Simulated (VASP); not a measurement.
Crystal: Pd.

```
Pd
1.0
     0.00000    1.94650    1.94650
     1.94650    0.00000    1.94650
     1.94650    1.94650    0.00000
Pd
1
Direct
  0.00000 0.00000 0.00000
```

- Program: VASP 6.6.1
- Task: relaxation of volume and atoms at fixed shape
- Functional: PBEsol
- Potentials or basis: VASP PAW PBE potentials, release 64 (Pd)
- Cutoff: 600 eV
- k mesh: 20 × 20 × 20
- Occupations: fermi-dirac, width 0.02 eV
- Spin: no spin polarisation

At the start: pressure -3.2 GPa; volume 14.75 Å³/atom.

Task: How do energy, volume and symmetry change on relaxing?

Result: Over 3 steps the energy falls by 2.5 meV/atom and the volume is 14.51 Å³/atom (-1.6 %); space group Fm-3m (No. 225, to 0.1 Å) before and after.

Step by step:
| step | energy change (eV) | largest force (eV/Å) | pressure (GPa) | volume (Å³) |
| --- | --- | --- | --- | --- |
| 1 | 0.0000 | 0.0000 | -3.23 | 14.75 |
| 2 | 0.0045 | 0.0000 | 5.99 | 14.12 |
| 3 | -0.0025 | 0.0000 | -0.02 | 14.51 |

Final structure:
```yaml
crystal:
  lattice:
    - [0.00000, 1.93595, 1.93595]
    - [1.93595, 0.00000, 1.93595]
    - [1.93595, 1.93595, 0.00000]
  atoms:
    - { symbol: Pd, position: [0.00000, 0.00000, 0.00000] }
```

Caveat: the PAW data sets were made with another functional, which shifts forces and pressure a little.
